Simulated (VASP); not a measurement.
Wanted: the native input for a VASP 6.6.1 run.

| Quantity | Value |
| --- | --- |
| Task | single point |
| Functional | PBE |
| Potentials or basis | VASP PAW PBE potentials, release 64 (Te, Mo_sv) |
| Cutoff | 520 eV |
| k mesh | 8 × 8 × 2 |
| Occupations | fermi-dirac, width 0.05 eV |
| Spin | no spin polarisation |
| Dipole correction | no |
| Further INCAR settings | ALGO = Normal; EDIFF = 1e-07; NBANDS = 35 |

The structure of Te2Mo lies in POSCAR:

```
Te2Mo
1.0
    3.4706509280      0.0000000000      0.0000000000
   -1.7353254640      3.0056722900      0.0000000000
    0.0000000000      0.0000000000     13.7847444167
Te Mo
4 2
Direct
    0.3333333333      0.6666666667      0.6210000000
    0.6666666667      0.3333333333      0.1210000000
    0.3333333333      0.6666666667      0.8790000000
    0.6666666667      0.3333333333      0.3790000000
    0.3333333333      0.6666666667      0.2500000000
    0.6666666667      0.3333333333      0.7500000000
```

The input as run:

INCAR

```
  ALGO = Normal
  EDIFF = 1E-7
  ENCUT = 520
  GGA = PE
  ISIF = 2
  ISMEAR = -1
  LASPH = True
  LCHARG = False
  LREAL = False
  LWAVE = False
  NBANDS = 35
  NELM = 100
  PREC = Accurate
  SIGMA = 0.05
```

KPOINTS

```
k-points
0
Gamma
  8 8 2
```

Potentials or basis: VASP PAW PBE potentials, release 64 (Te, Mo_sv).

Run with:

```console
$ cat potpaw_PBE.64/Te/POTCAR potpaw_PBE.64/Mo_sv/POTCAR > POTCAR
$ mpirun -np 1 vasp_std > vasp.out
```

Results of the run:

The pressure is 7.7 GPa. The largest force is 0.795 eV/Å and the band gap on the k mesh is 0.79 eV (least direct gap 1.27 eV).

Caveat: the cell stands under pressure; semilocal functionals underestimate gaps, and a narrow one can read as zero; spin-orbit coupling is left out, which moves the levels of the heavy elements; this functional lacks dispersion, which binds layers or chains, so the pressure and a relaxed spacing across them are unreliable.

It took 97 s on 1 thread of Intel(R) Xeon(R) Platinum 8559C (Emerald Rapids) (shared host), peak memory 0.32 GiB.
